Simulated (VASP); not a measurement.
# MgF2 (P4_2/mnm) in VASP: notebook, part 2 of 2

VASP 6.6.1. The steps go on from the part before.

## (3) Dielectric tensor, r2SCAN (strain -3.0%)

INCAR

```
SYSTEM = MgF2
ALGO = Normal ; EDIFF = 1E-8
ENCUT = 580 ; GGA_COMPAT = .False.
ISIF = 2 ; ISMEAR = 0
LASPH = .True. ; LCALCEPS = .True.
LCHARG = .False. ; LMIXTAU = .True.
LREAL = .False. ; LWAVE = .False.
METAGGA = R2SCAN ; NELM = 120
PREC = Accurate ; SIGMA = 0.01
```

KPOINTS

```
k-points
0
Gamma
  4 4 8
  0 0 0
```

POSCAR

```
MgF2
1.0
    4.4833555148      0.0000000000      0.0000000000
    0.0000000000      4.4833555148      0.0000000000
    0.0000000000      0.0000000000      2.9547284068
Mg F
2 4
Direct
    0.0000000000      0.0000000000      0.0000000000
    0.5000000000      0.5000000000      0.5000000000
    0.3014349717      0.3014349717      0.0000000000
    0.1985650283      0.8014349717      0.5000000000
    0.8014349717      0.1985650283      0.5000000000
    0.6985650283      0.6985650283      0.0000000000
```

Potentials or basis: VASP PAW PBE potentials, release 64 (Mg, F).

Command:

```bash
cat potpaw_PBE.64/Mg/POTCAR potpaw_PBE.64/F/POTCAR > POTCAR
mpirun -np 1 vasp_std > vasp.out
```

OUTCAR:

```text
SYSTEM = MgF2
   EDIFF = 1E-8
   ENCUT = 580
   ISIF = 2
   ISMEAR = 0
   LASPH = .True.
   LREAL = .False.
   METAGGA = R2SCAN
   NELM = 120
   PREC = Accurate

 ion  position               nearest neighbor table
   1  0.000  0.000  0.000-   3 1.91   6 1.91   5 1.94   4 1.94   4 1.94   5 1.94   2 3.50   2 3.50
                             2 3.50   2 3.50   2 3.50   2 3.50   2 3.50   2 3.50
   2  0.500  0.500  0.500-   4 1.91   5 1.91   3 1.94   6 1.94   3 1.94   6 1.94   1 3.50   1 3.50
                             1 3.50   1 3.50   1 3.50   1 3.50   1 3.50   1 3.50
   3  0.301  0.301  0.000-   1 1.91   2 1.94   2 1.94
   4  0.199  0.801  0.500-   2 1.91   1 1.94   1 1.94
   5  0.801  0.199  0.500-   2 1.91   1 1.94   1 1.94
   6  0.699  0.699  0.000-   1 1.91   2 1.94   2 1.94

  LATTYP: Found a simple tetragonal cell.
 ALAT       =     4.4833555148
 C/A-ratio  =     0.6590439676

  Lattice vectors:

 A1 = (   4.4833555148,   0.0000000000,   0.0000000000)
 A2 = (   0.0000000000,   4.4833555148,   0.0000000000)
 A3 = (   0.0000000000,   0.0000000000,   2.9547284068)

Analysis of symmetry for initial positions (statically):
=====================================================================
 Subroutine PRICEL returns:
 Original cell was already a primitive cell.

 Routine SETGRP: Setting up the symmetry group for a
 simple tetragonal supercell.

 Subroutine GETGRP returns: Found 16 space group operations
 (whereof  8 operations were pure point group operations)
 out of a pool of 16 trial point group operations.

The static configuration has the point symmetry D_2h.
 The point group associated with its full space group is D_4h.

Analysis of symmetry for dynamics (positions and initial velocities):
=====================================================================
 Subroutine PRICEL returns:
 Original cell was already a primitive cell.

 Routine SETGRP: Setting up the symmetry group for a
 simple tetragonal supercell.

 Subroutine GETGRP returns: Found 16 space group operations
 (whereof  8 operations were pure point group operations)
 out of a pool of 16 trial point group operations.

The dynamic configuration has the point symmetry D_2h.
 The point group associated with its full space group is D_4h.

 Subroutine INISYM returns: Found 16 space group operations
 (whereof  8 operations are pure point group operations),
 and found     1 'primitive' translations

----------------------------------------------------------------------------------------

                                     Primitive cell

  volume of cell :      59.3914

  direct lattice vectors                    reciprocal lattice vectors
     4.483355515  0.000000000  0.000000000     0.223047224  0.000000000  0.000000000
     0.000000000  4.483355515  0.000000000     0.000000000  0.223047224  0.000000000
     0.000000000  0.000000000  2.954728407     0.000000000  0.000000000  0.338440581

  length of vectors
     4.483355515  4.483355515  2.954728407     0.223047224  0.223047224  0.338440581

  position of ions in fractional coordinates (direct lattice)
     0.000000000  0.000000000  0.000000000
     0.500000000  0.500000000  0.500000000
     0.301434972  0.301434972  0.000000000
[... 112 lines left out ...]
   IVDW    =     0    specifies the selected vdW correction
   LEPSILON=     F    determine dielectric tensor
   LRPA    =     F    only Hartree local field effects (RPA)
   LRPA       =     F
 non-spin polarized calculation
 Gauss-broadening in eV      SIGMA  =   0.01
  energy-cutoff  :      580.00
  volume of cell :       59.39
 maximum number of plane-waves:      1904
 NGX is ok and might be reduce to    36
   NGX = 17   NGY = 17   NGZ = 11

 Total electronic dipole moment: p[elc]=(    -0.00000    -0.00000     0.00000 ) |e| Angst

 number of electron      31.9999985 magnetization

 Free energy of the ion-electron system (eV)
  ---------------------------------------------------
  ext. energy  EPLUGINS =         0.00000000
  ---------------------------------------------------
  free energy    TOTEN  =       -43.68050952 eV

  energy without entropy =      -43.68050952  energy(sigma->0) =      -43.68050952

 E-fermi :  -1.1842     XC(G=0): -10.7440

 val. band max:       -1.2564586156   @ k =   0.0000   0.0000   0.0000
 cond. band min:   10000.0000000000   @ k =   0.0000   0.0000   0.0000
 fundamental gap:  10001.2564586156
 Fermi energy:        -1.1841709176

 k-point     1 :       0.0000    0.0000    0.0000
  band No.  band energies     occupation
      1     -23.4988      2.00000
      2     -22.5392      2.00000
      3     -22.5392      2.00000
      4     -22.4141      2.00000
      5      -5.6852      2.00000
      6      -4.1900      2.00000
[... 541 lines left out ...]
     19   10000.0000      0.00000
     20   10000.0000      0.00000

 [... further k-points ...]

------------------------ aborting loop because EDIFF is reached ----------------------------------------

            Ionic dipole moment: p[ion]=(    -4.48336    -4.48336   -23.63783 ) |e| Angst

 Total electronic dipole moment: p[elc]=(    -0.00000     0.00000     0.00310 ) |e| Angst

 MACROSCOPIC STATIC DIELECTRIC TENSOR (including local field effects)
 ------------------------------------------------------
           1.916225    -0.000000     0.000000
          -0.000000     1.916225     0.000000
           0.000000     0.000000     1.944535
 ------------------------------------------------------

 PIEZOELECTRIC TENSOR (including local field effects) (e Angst)
          XX          YY          ZZ          XY          YZ          ZX
  --------------------------------------------------------------------------------
  x     0.00000     0.00000     0.00000     0.00000     0.00000     0.00000
  y     0.00000     0.00000     0.00000     0.00000     0.00000     0.00000
  z     0.00000     0.00000     0.00000     0.00000     0.00000     0.00000

 PIEZOELECTRIC TENSOR (including local field effects) (C/m^2)
          XX          YY          ZZ          XY          YZ          ZX
  --------------------------------------------------------------------------------
  x     0.00000     0.00000     0.00000     0.00000     0.00000     0.00000
  y     0.00000     0.00000     0.00000     0.00000     0.00000     0.00000
  z     0.00000     0.00000     0.00000     0.00000     0.00000     0.00000

 BORN EFFECTIVE CHARGES (including local field effects) (in |e|, cummulative output)
 ---------------------------------------------------------------------------------
 ion    1
    1     1.94189     0.02521     0.00000
    2     0.02521     1.94189     0.00000
    3     0.00000     0.00000     2.02546
 ion    2
    1     1.94189    -0.02521     0.00000
    2    -0.02521     1.94189     0.00000
    3     0.00000     0.00000     2.02546
 ion    3
    1    -0.97094    -0.18227     0.00000
    2    -0.18227    -0.97094     0.00000
    3     0.00000     0.00000    -1.01273
 ion    4
    1    -0.97094     0.18227     0.00000
    2     0.18227    -0.97094     0.00000
    3     0.00000     0.00000    -1.01273
 ion    5
    1    -0.97094     0.18227     0.00000
    2     0.18227    -0.97094     0.00000
    3     0.00000     0.00000    -1.01273
 ion    6
    1    -0.97094    -0.18227     0.00000
    2    -0.18227    -0.97094     0.00000
    3     0.00000     0.00000    -1.01273

  FORCE on cell =-STRESS in cart. coord.  units (eV):
  Direction    XX          YY          ZZ          XY          YZ          ZX
  --------------------------------------------------------------------------------------
  -------------------------------------------------------------------------------------
  Total        3.7562356      3.7562356      4.0571017      0.0000000      0.0000000      0.0000000
  in kB      101.3303371    101.3303371    109.4466705      0.0000000      0.0000000      0.0000000
  external PRESSURE =     104.0357816 kB  Pullay stress =       0.0000000 kB

 VOLUME and BASIS-vectors are now :
 -----------------------------------------------------------------------------
  energy-cutoff  :      580.00
  volume of cell :       59.39
      direct lattice vectors                 reciprocal lattice vectors
     4.483355515  0.000000000  0.000000000     0.223047224  0.000000000  0.000000000
     0.000000000  4.483355515  0.000000000     0.000000000  0.223047224  0.000000000
     0.000000000  0.000000000  2.954728407     0.000000000  0.000000000  0.338440581

 POSITION                                       TOTAL-FORCE (eV/Angst)
 -----------------------------------------------------------------------------------
      0.00000      0.00000      0.00000         0.000000     -0.000000      0.000000
      2.24168      2.24168      1.47736         0.000000     -0.000000      0.000000
      1.35144      1.35144      0.00000         0.006180      0.006180     -0.000000
      0.89024      3.59312      1.47736        -0.006180      0.006180      0.000000
      3.59312      0.89024      1.47736         0.006180     -0.006180      0.000000
      3.13192      3.13192      0.00000        -0.006180     -0.006180      0.000000
 -----------------------------------------------------------------------------------
    total drift:                                0.000000      0.000000     -0.000000

  FREE ENERGIE OF THE ION-ELECTRON SYSTEM (eV)
  ---------------------------------------------------
  free  energy   TOTEN  =       -43.6805095175 eV

  energy  without entropy=      -43.6805095175  energy(sigma->0) =      -43.68050952
```

Wall time 46 min (1 thread of Oxide Virtual Turin-like, shared host); peak memory 0.4 GiB.

Results:

| Item | Value |
| --- | --- |
| Band gap on the k mesh | 8.71 eV |
| Electronic dielectric tensor (diagonal) | 1.92, 1.92, 1.94 |
| Born charges (mean of the diagonal) | Mg +1.97; F -0.98 e |

Electronic dielectric tensor:
```
1.92 0.00 0.00
0.00 1.92 0.00
0.00 0.00 1.94
```

Born effective charge tensors (e):
atom 1, Mg
```
1.94 0.03 0.00
0.03 1.94 0.00
0.00 0.00 2.03
```
atom 2, Mg
```
 1.94 -0.03  0.00
-0.03  1.94  0.00
 0.00  0.00  2.03
```
atom 3, F
```
-0.97 -0.18  0.00
-0.18 -0.97  0.00
 0.00  0.00 -1.01
```
atom 4, F
```
-0.97  0.18  0.00
 0.18 -0.97  0.00
 0.00  0.00 -1.01
```
atom 5, F
```
-0.97  0.18  0.00
 0.18 -0.97  0.00
 0.00  0.00 -1.01
```
atom 6, F
```
-0.97 -0.18  0.00
-0.18 -0.97  0.00
 0.00  0.00 -1.01
```

Dipole moments of the cell (e·Å, modulo the quantum): ionic -4.483, -4.483, -23.638; electronic 0.000, 0.000, 0.003

Caveat: the cell differs from its parent crystal (strain -3.0%); the structure was generated, so it needn't be the stable form of MgF2; the PAW data sets were made with another functional, which shifts forces and pressure a little. A k mesh can miss the band edges.

The gap in the log of VASP goes by the Fermi energy; the results here count the filled bands.